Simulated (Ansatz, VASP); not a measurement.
## Two plane-wave programs on Be7Te

```
Be Te
1.0
     5.42028    0.00000    0.00000
    -2.71014    4.69410    0.00000
     0.00000    0.00000    3.60386
Be Te
7 1
Direct
  0.96069 0.48034 0.00000
  0.51966 0.03931 0.00000
  0.51966 0.48034 0.00000
  0.20744 0.79256 0.50000
  0.20744 0.41488 0.50000
  0.58512 0.79256 0.50000
  0.66667 0.33333 0.50000
  0.00000 0.00000 0.00000
```

Change from the starting cell: species swapped into the YMg7 type (P-6m2, No. 187).

Alike in both runs: functional PBE; k mesh 12 × 12 × 10; occupations gaussian, width 0.1 eV; no spin polarisation.

Ansatz relaxed the structure, and its values are those at the end. VASP's run is a single point on that final structure, the one shown.

|  | VASP | Ansatz |
| --- | --- | --- |
| version | VASP 6.6.1 | Ansatz 0.2.0 |
| potentials or method | VASP PAW PBE potentials, release 64 (Be, Te), cutoff 520 eV | scalar-relativistic, plane waves, PAW |
| valence electrons in the cell | 20 | 30 |

VASP gave:

* gap on the k mesh at the Fermi level (eV): none
* pressure (GPa): 0.1
* rms of the force components (eV/Å): 0.006

Question: Estimate Ansatz's values.

Answer: gap on the k mesh at the Fermi level (eV): none; pressure (GPa): 0.0; rms of the force components (eV/Å): 0.003.

A gap of «none» marks a metal or a gap that the smearing closes. The functional is the same, so the differences come from potentials, cutoffs and numerics. VASP's potentials hold 20 valence electrons a cell and Ansatz's 30, so a difference there can come from the potentials and not from the codes.

Spin-orbit coupling is off throughout.
